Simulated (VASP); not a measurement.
Set up this calculation in VASP 6.6.1, as the native input.

```yaml
Task: single point
Functional: LDA
Potentials_or_basis: VASP PAW LDA potentials, release 64 (Si)
Cutoff: 520 eV
k_mesh: 10 × 10 × 6
Occupations: gaussian, width 0.05 eV
Spin: no spin polarisation
Dipole_correction: no
Further_INCAR_settings: ALGO = Normal; EDIFF = 1e-06; NBANDS = 16
```

The structure of Si lies in POSCAR:

```
Si
1.0
    0.0000000000     -2.7007989451     -2.7007989451
    0.0000000000      2.7007989451     -2.7007989451
    5.6538525117      0.0000000000      0.0000000000
Si
4
Direct
    0.5000000000      0.5000000000      0.0000000000
    0.0000000000      0.0000000000      0.5000000000
    0.0000000000      0.5000000000      0.2500000000
    0.5000000000      0.0000000000      0.7500000000
```

This cell differs from its parent crystal: mode 6 frozen in at +0.000 Å, normal strain along x +0.0467.

These files were run (other wordings do the same):

INCAR

```
PREC = Accurate
ENCUT = 520
EDIFF = 1E-6
ISMEAR = 0
SIGMA = 0.05
LREAL = F
LASPH = T
NELM = 100
ALGO = Normal
ISIF = 2
LWAVE = F
LCHARG = T
GGA = CA
LELF = T
LVHAR = T
NBANDS = 16
```

KPOINTS

```
regular mesh
0
Gamma
  10 10 6
```

Potentials or basis: VASP PAW LDA potentials, release 64 (Si).

Launch:

```console
$ cat potpaw_LDA.64/Si/POTCAR > POTCAR
$ mpirun -np 1 vasp_std > vasp.out
```

It gave:

```json
{
  "Pressure": "-4.0 GPa",
  "Band gap on the k mesh": "0.28 eV"
}
```

Caveat: the cell differs from its parent crystal (mode 6 frozen in at +0.000 Å, normal strain along x +0.0467).

Wall time 33 s on 1 thread of AMD EPYC 9R45 96-Core Processor (Zen 5), with other jobs on the host, peak memory 0.16 GiB.
